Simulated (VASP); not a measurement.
Set up this calculation in VASP 6.6.1, as the native input.

| Quantity | Value |
| --- | --- |
| Task | single point |
| Functional | PBEsol |
| Potentials or basis | VASP PAW PBE potentials, release 64 (Sb) |
| Cutoff | 520 eV |
| k mesh | 13 × 13 × 13 |
| Occupations | fermi-dirac, width 0.1 eV |
| Spin | no spin polarisation |
| Dipole correction | no |
| Further INCAR settings | ALGO = Normal; EDIFF = 1e-06; NBANDS = 8 |

The structure of Sb lies in POSCAR:

```
Sb
1.0
   -1.9142806158      1.9142806158      1.9142806158
    1.9142806158     -1.9142806158      1.9142806158
    1.9142806158      1.9142806158     -1.9142806158
Sb
1
Direct
    0.0000000000      0.0000000000      0.0000000000
```

This cell differs from its parent crystal: volume scaled by 1.08.

The input as run:

INCAR

```
PREC     = Accurate       # precision mode
ENCUT    = 520            # plane-wave cutoff, eV
EDIFF    = 1E-6           # SCF threshold, eV
ISMEAR   = -1             # smearing method
SIGMA    = 0.1            # smearing width, eV
LREAL    = F              # projectors in reciprocal space
LASPH    = T              # aspherical terms in the spheres
NELM     = 60             # most SCF steps
ALGO     = Normal         # electronic algorithm
ISIF     = 2              # what is computed and relaxed
LWAVE    = F              # write WAVECAR
LCHARG   = F              # write CHGCAR
GGA      = PS             # functional
NBANDS   = 8              # bands
```

KPOINTS

```
Automatic mesh
0
Gamma
  13 13 13
```

Potentials or basis: VASP PAW PBE potentials, release 64 (Sb).

Command:

```console
$ cat potpaw_PBE.64/Sb/POTCAR > POTCAR
$ mpirun -np 1 vasp_std > vasp.out
```

It gave:

| Property | Result |
| --- | --- |
| Pressure | -4.6 GPa |

Caveat: the PAW data sets were made with another functional, which shifts forces and pressure a little.

Run time: 12 s on 1 thread of Intel Xeon 6975P-C, with other jobs on the host, peak memory 0.16 GiB.
